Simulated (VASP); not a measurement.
# BN (BN (P6_3/mmc)) (P6_3/mmc) in VASP: further runs

The runs below take BN (BN (P6_3/mmc)) through single point, with PBE.

Everything below comes from runs of VASP 6.6.1. Logs are shortened: lines on timing, memory, paths and dates and some standing lists are left out, and cuts for length are marked.

## 1. The cell of the first run

It takes space group P6_3/mmc (No. 194, hexagonal). Conventional cell: a = 2.488 Å, b = 2.488 Å, c = 6.495 Å, α = 90.00°, β = 90.00°, γ = 120.00°. Within 1.9 Å of B (site symmetry -6m2) lie 3 N at 1.44 Å. N (site symmetry -6m2) has 3 B at 1.44 Å within 1.9 Å.

## 2. Single point, PBE

Contents of INCAR:

```
PREC     = Accurate       # precision mode
ENCUT    = 520            # plane-wave cutoff, eV
EDIFF    = 1E-6           # SCF threshold, eV
ISMEAR   = -1             # smearing method
SIGMA    = 0.01           # smearing width, eV
LREAL    = F              # projectors in reciprocal space
LASPH    = T              # aspherical terms in the spheres
NELM     = 60             # most SCF steps
ALGO     = Normal         # electronic algorithm
ISIF     = 2              # what is computed and relaxed
LWAVE    = F              # write WAVECAR
LCHARG   = F              # write CHGCAR
GGA      = PE             # functional
NBANDS   = 16             # bands
```

Contents of KPOINTS:

```
regular mesh
0
Gamma
  13 13 5
```

Contents of POSCAR:

```
BN
1.0
    2.4883437615      0.0000000000      0.0000000000
   -1.2441718807      2.1549689108      0.0000000000
    0.0000000000      0.0000000000      6.4954828762
B N
2 2
Direct
    0.3333333333      0.6666666667      0.2500000000
    0.6666666667      0.3333333333      0.7500000000
    0.3333333333      0.6666666667      0.7500000000
    0.6666666667      0.3333333333      0.2500000000
```

Potentials or basis: VASP PAW PBE potentials, release 64 (B, N).

The run is started by

```bash
$ cat potpaw_PBE.64/B/POTCAR potpaw_PBE.64/N/POTCAR > POTCAR
$ mpirun -np 1 vasp_std > vasp.out
```

OUTCAR:

```text
PREC = Accurate
   ENCUT = 520
   EDIFF = 1E-6
   ISMEAR = -1
   LREAL = F
   LASPH = T
   NELM = 60
   ISIF = 2
   GGA = PE

 ion  position               nearest neighbor table
   1  0.333  0.667  0.250-   4 1.44   4 1.44   4 1.44
   2  0.667  0.333  0.750-   3 1.44   3 1.44   3 1.44
   3  0.333  0.667  0.750-   2 1.44   2 1.44   2 1.44
   4  0.667  0.333  0.250-   1 1.44   1 1.44   1 1.44

  LATTYP: Found a hexagonal cell.
 ALAT       =     2.4883437615
 C/A-ratio  =     2.6103639604

  Lattice vectors:

 A1 = (   2.4883437615,   0.0000000000,   0.0000000000)
 A2 = (  -1.2441718807,   2.1549689108,   0.0000000000)
 A3 = (   0.0000000000,   0.0000000000,   6.4954828762)

Analysis of symmetry for initial positions (statically):
=====================================================================
 Subroutine PRICEL returns:
 Original cell was already a primitive cell.

 Routine SETGRP: Setting up the symmetry group for a
 hexagonal supercell.

 Subroutine GETGRP returns: Found 24 space group operations
 (whereof 12 operations were pure point group operations)
 out of a pool of 24 trial point group operations.

The static configuration has the point symmetry D_3d.
 The point group associated with its full space group is D_6h.

Analysis of symmetry for dynamics (positions and initial velocities):
=====================================================================
 Subroutine PRICEL returns:
 Original cell was already a primitive cell.

 Routine SETGRP: Setting up the symmetry group for a
 hexagonal supercell.

 Subroutine GETGRP returns: Found 24 space group operations
 (whereof 12 operations were pure point group operations)
 out of a pool of 24 trial point group operations.

The dynamic configuration has the point symmetry D_3d.
 The point group associated with its full space group is D_6h.

 Subroutine INISYM returns: Found 24 space group operations
 (whereof 12 operations are pure point group operations),
 and found     1 'primitive' translations

----------------------------------------------------------------------------------------

                                     Primitive cell

  volume of cell :      34.8308

  direct lattice vectors                    reciprocal lattice vectors
     2.488343761  0.000000000  0.000000000     0.401873734  0.232021909  0.000000000
    -1.244171881  2.154968911  0.000000000     0.000000000  0.464043818  0.000000000
     0.000000000  0.000000000  6.495482876     0.000000000  0.000000000  0.153953142

  length of vectors
     2.488343761  2.488343761  6.495482876     0.464043818  0.464043818  0.153953142

  position of ions in fractional coordinates (direct lattice)
     0.333333333  0.666666667  0.250000000
     0.666666667  0.333333333  0.750000000
     0.333333333  0.666666667  0.750000000
     0.666666667  0.333333333  0.250000000

  ion indices of the primitive-cell ions
   primitive index   ion index
                 1           1
                 2           2
                 3           3
                 4           4

----------------------------------------------------------------------------------------

 KPOINTS: regular mesh

Automatic generation of k-mesh.
 Grid dimensions read from file:
 generate k-points for:   13   13    5

 Generating k-lattice:

  Cartesian coordinates                     Fractional coordinates (reciprocal lattice)
     0.030913364  0.017847839  0.000000000     0.076923077  0.000000000  0.000000000
     0.000000000  0.035695678  0.000000000     0.000000000  0.076923077  0.000000000
     0.000000000  0.000000000  0.030790628     0.000000000  0.000000000  0.200000000

  Length of vectors
     0.035695678  0.035695678  0.030790628

  Shift w.r.t. Gamma in fractional coordinates (k-lattice)
     0.000000000  0.000000000  0.000000000

 Subroutine IBZKPT returns following result:
 ===========================================

 Found     63 irreducible k-points:

 Following reciprocal coordinates:
            Coordinates               Weight
  0.000000  0.000000  0.000000      1.000000
  0.076923 -0.000000  0.000000      6.000000
  0.153846 -0.000000  0.000000      6.000000
  0.230769  0.000000  0.000000      6.000000
  0.307692 -0.000000  0.000000      6.000000
  0.384615  0.000000  0.000000      6.000000
[... 16 lines left out ...]
  0.076923 -0.000000  0.200000     12.000000
  0.153846 -0.000000  0.200000     12.000000
 [... further k-points ...]
   k-points           NKPTS =     63   k-points in BZ     NKDIM =     63   number of bands    NBANDS=     16
   number of dos      NEDOS =    301   number of ions     NIONS =      4
   total plane-waves  NPLWV =  19200
   dimension x,y,z NGX =    20 NGY =   20 NGZ =   48
   dimension x,y,z NGXF=    40 NGYF=   40 NGZF=   96
   ions per type =               2   2
   NGX,Y,Z   is equivalent  to a cutoff of  13.36, 13.36, 12.29 a.u.
   NGXF,Y,Z  is equivalent  to a cutoff of  26.72, 26.72, 24.57 a.u.
 SYSTEM =  unknown system
   PREC   = accura    normal or accurate (medium, high low for compatibility)
   ISTART =      0    job   : 0-new  1-cont  2-samecut
   ICHARG =      2    charge: 1-file 2-atom 10-const
   ISPIN  =      1    spin polarized calculation?
   LNONCOLLINEAR =      F non collinear calculations
   LSORBIT =      F    spin-orbit coupling
   LASPH  =      T    aspherical Exc in radial PAW
   ENCUT  =  520.0 eV  38.22 Ry    6.18 a.u.   4.63  4.63 12.08*2*pi/ulx,y,z
   NELM   =     60;   NELMIN=  2; NELMDL= -5     # of ELM steps
   EDIFF  = 0.1E-05   stopping-criterion for ELM
   LREAL  =      F    real-space projection
   EDIFFG = 0.1E-04   stopping-criterion for IOM
   NSW    =      0    number of steps for IOM
   IBRION =     -1    ionic relax: 0-MD 1-quasi-New 2-CG
   NFREE  =      0    steps in history (QN), initial steepest desc. (CG)
   ISIF   =      2    stress and relaxation
   ISYM   =      2    0-nonsym 1-usesym 2-fastsym
   POTIM  = 0.5000    time-step for ionic-motion
   TEBEG  =    0.0;   TEEND  =   0.0 temperature during run
   PSTRESS=    0.0 pullay stress
   NELECT =      16.0000    total number of electrons
   NUPDOWN=      -1.0000    fix difference up-down
   EMIN   =  10.00;   EMAX   =-10.00  energy-range for DOS
   EFERMI =   0.00;   METHOD = LEGACY
   ISMEAR =    -1;   SIGMA  =   0.01  broadening in eV -4-tet -1-fermi 0-gaus
   EFERMI_NEDOS =   21; number of points for ismear=-14 and -15
   IALGO  =     38    algorithm
   IMIX   =      4    mixing-type and parameters
     AMIX     =   0.40;   BMIX     =  1.00
     AMIX_MAG =   1.60;   BMIX_MAG =  1.00
  volume/ion in A,a.u.               =       8.71        58.76
  Fermi-wavevector in a.u.,A,eV,Ry     =   1.263166  2.387038 21.709310  1.595589
  Thomas-Fermi vector in A             =   2.396537
   LORBIT       =      0    0 simple, 1 ext, 2 COOP (PROOUT), +10 PAW based schemes
   GGA     = PE    functional components
   LHFCALC =     F    Hartree Fock is set to
   AEXX    =    0.0000 exact exchange contribution
   IVDW    =     0    specifies the selected vdW correction
   LEPSILON=     F    determine dielectric tensor
   LRPA    =     F    only Hartree local field effects (RPA)
 non-spin polarized calculation
  energy-cutoff  :      520.00
  volume of cell :       34.83
 maximum number of plane-waves:       961
 NGX is ok and might be reduce to    20

 number of electron      16.0000000 magnetization

 Free energy of the ion-electron system (eV)
  ---------------------------------------------------
  ext. energy  EPLUGINS =         0.00000000
  ---------------------------------------------------
  free energy    TOTEN  =       -35.11539397 eV

  energy without entropy =      -35.11539397  energy(sigma->0) =      -35.11539397

 E-fermi :   2.8721     XC(G=0): -10.2555

 val. band max:        2.5844258963   @ k =   0.3077   0.3077   0.0000
 cond. band min:       6.8739701174   @ k =   0.4615   0.0769   0.0000
 fundamental gap:      4.2895442211
 Fermi energy:         2.8721255584

 k-point     1 :       0.0000    0.0000    0.0000
  band No.  band energies     occupation
      1     -15.4007      2.00000
      2     -15.0551      2.00000
      3      -3.8717      2.00000
      4      -1.5232      2.00000
      5       1.2258      2.00000
      6       1.2258      2.00000
[... 8 lines left out ...]
     15      15.1989      0.00000
     16      15.8054      0.00000

 k-point     2 :       0.0769   -0.0000    0.0000
  band No.  band energies     occupation
      1     -15.2828      2.00000
      2     -14.9417      2.00000
      3      -3.7099      2.00000
      4      -1.3788      2.00000
      5       0.7428      2.00000
      6       0.7842      2.00000
[... 8 lines left out ...]
     15      15.3544      0.00000
     16      15.5962      0.00000

 k-point     3 :       0.1538   -0.0000    0.0000
  band No.  band energies     occupation
      1     -14.9344      2.00000
      2     -14.6071      2.00000
      3      -3.2294      2.00000
      4      -0.9532      2.00000
      5      -0.5113      2.00000
      6      -0.4632      2.00000
[... 8 lines left out ...]
     15      16.3091      0.00000
     16      16.5743      0.00000

 k-point     4 :       0.2308    0.0000    0.0000
  band No.  band energies     occupation
      1     -14.3737      2.00000
      2     -14.0702      2.00000
      3      -2.4472      2.00000
      4      -2.1571      2.00000
      5      -2.0877      2.00000
      6      -0.2732      2.00000
[... 8 lines left out ...]
     15      18.2245      0.00000
     16      18.3550      0.00000
[... 324 lines left out ...]
 k-point    22 :       0.0000    0.0000    0.2000
  band No.  band energies     occupation
      1     -15.3697      2.00000
      2     -15.0904      2.00000
      3      -3.6876      2.00000
      4      -1.8084      2.00000
      5       1.2301      2.00000
      6       1.2301      2.00000
[... 8 lines left out ...]
     15      15.3425      0.00000
     16      15.7785      0.00000

 k-point    23 :       0.0769   -0.0000    0.2000
  band No.  band energies     occupation
      1     -15.2522      2.00000
      2     -14.9766      2.00000
      3      -3.5272      2.00000
      4      -1.6623      2.00000
      5       0.7477      2.00000
      6       0.7826      2.00000
[... 8 lines left out ...]
     15      15.3794      0.00000
     16      15.5771      0.00000

 k-point    24 :       0.1538   -0.0000    0.2000
  band No.  band energies     occupation
      1     -14.9050      2.00000
      2     -14.6404      2.00000
      3      -3.0518      2.00000
      4      -1.2386      2.00000
      5      -0.5030      2.00000
      6      -0.4539      2.00000
[... 8 lines left out ...]
     15      16.1865      0.00000
     16      16.2956      0.00000

 [... further k-points ...]

------------------------ aborting loop because EDIFF is reached ----------------------------------------

  FORCE on cell =-STRESS in cart. coord.  units (eV):
  Direction    XX          YY          ZZ          XY          YZ          ZX
  --------------------------------------------------------------------------------------
  -------------------------------------------------------------------------------------
  Total        2.4046533      2.4046533      0.8058632      0.0000000     -0.0000000      0.0000000
  in kB      110.6114845    110.6114845     37.0688456      0.0000000     -0.0000000      0.0000000
  external PRESSURE =      86.0972715 kB  Pullay stress =       0.0000000 kB

 VOLUME and BASIS-vectors are now :
 -----------------------------------------------------------------------------
  energy-cutoff  :      520.00
  volume of cell :       34.83
      direct lattice vectors                 reciprocal lattice vectors
     2.488343761  0.000000000  0.000000000     0.401873734  0.232021909  0.000000000
    -1.244171881  2.154968911  0.000000000     0.000000000  0.464043818  0.000000000
     0.000000000  0.000000000  6.495482876     0.000000000  0.000000000  0.153953142

 POSITION                                       TOTAL-FORCE (eV/Angst)
 -----------------------------------------------------------------------------------
     -0.00000      1.43665      1.62387        -0.000000      0.000000      0.000000
      1.24417      0.71832      4.87161         0.000000     -0.000000      0.000000
     -0.00000      1.43665      4.87161         0.000000      0.000000      0.000000
      1.24417      0.71832      1.62387         0.000000     -0.000000      0.000000
 -----------------------------------------------------------------------------------
    total drift:                                0.000000     -0.000000      0.000000

  FREE ENERGIE OF THE ION-ELECTRON SYSTEM (eV)
  ---------------------------------------------------
  free  energy   TOTEN  =       -35.1153939716 eV

  energy  without entropy=      -35.1153939716  energy(sigma->0) =      -35.11539397
```

Run time: 15 s. Hardware: 1 thread of AMD EPYC 9R45 (Zen 5), shared host; peak memory 0.13 GiB.

Results:

- Free energy: -35.1154 eV
- Pressure: 8.6 GPa
- Band gap on the k mesh: 4.29 eV, indirect (least direct gap 4.67 eV)

Stress tensor (GPa, compression positive):
```
11.06  0.00  0.00
 0.00 11.06  0.00
 0.00  0.00  3.71
```

Caveat: this functional lacks dispersion, which binds the layers, so the pressure and a relaxed spacing across them are unreliable. A k mesh can miss the band edges.

## 3. Single point, PBE

This run uses another cell than the first one: it holds 12 atoms, not 4.

Contents of INCAR:

```
PREC = Accurate ; ENCUT = 600
EDIFF = 1E-6 ; ISMEAR = 0
SIGMA = 0.01 ; LREAL = False
LASPH = True ; NELM = 120
ALGO = Normal ; ISIF = 2
LWAVE = False ; LCHARG = True
GGA = PE ; LELF = True
LVHAR = True ; NBANDS = 36
GGA_COMPAT = False
```

Contents of KPOINTS:

```
Automatic mesh
0
Gamma
  3 3 2
```

Contents of POSCAR:

```
BN
1.0
    3.7325156421      2.1549689107      0.0000000000
   -3.7325156421      2.1549689107      0.0000000000
    0.0000000000      0.0000000000      6.4954828750
B N
6 6
Direct
    0.0000000000      0.6666666667      0.2500000000
    0.3333333333      0.3333333333      0.2500000000
    0.6666666667      0.0000000000      0.2500000000
    0.0000000000      0.3333333333      0.7500000000
    0.3333333333      0.0000000000      0.7500000000
    0.6666666667      0.6666666667      0.7500000000
    0.0000000000      0.6666666667      0.7500000000
    0.3333333333      0.3333333333      0.7500000000
    0.6666666667      0.0000000000      0.7500000000
    0.0000000000      0.3333333333      0.2500000000
    0.3333333333      0.0000000000      0.2500000000
    0.6666666667      0.6666666667      0.2500000000
```

Potentials or basis: VASP PAW PBE potentials, release 64 (B, N).

The run is started by

```bash
$ cat potpaw_PBE.64/B/POTCAR potpaw_PBE.64/N/POTCAR > POTCAR
$ mpirun -np 1 vasp_std > vasp.out
```

Wall time 18 s (1 thread of Intel Xeon Platinum 8559C (Emerald Rapids), shared host); peak memory 0.24 GiB.

The run converged. Its results:

```yaml
Free_energy: -105.3203 eV
Pressure: 8.6 GPa
Band_gap_on_the_k_mesh: 4.40 eV
```

Stress tensor (GPa, compression positive):
```
11.15  0.00  0.00
 0.00 11.15  0.00
 0.00  0.00  3.43
```

Levels at points of the mesh, in eV from the valence-band top:
```tsv
k point	band 22	band 23	band 24	band 25	band 26	band 27
(0.00, 0.00, 0.00)	-0.10	-0.10	-0.10	4.94	4.94	4.94
(0.00, 0.00, 0.50)	0.00	0.00	0.00	4.68	4.68	4.68
```

Caveat: the k points lie up to 0.56 Å⁻¹ apart; this functional lacks dispersion, which binds the layers, so the pressure and a relaxed spacing across them are unreliable.

(Continued in part 2 of 2.)
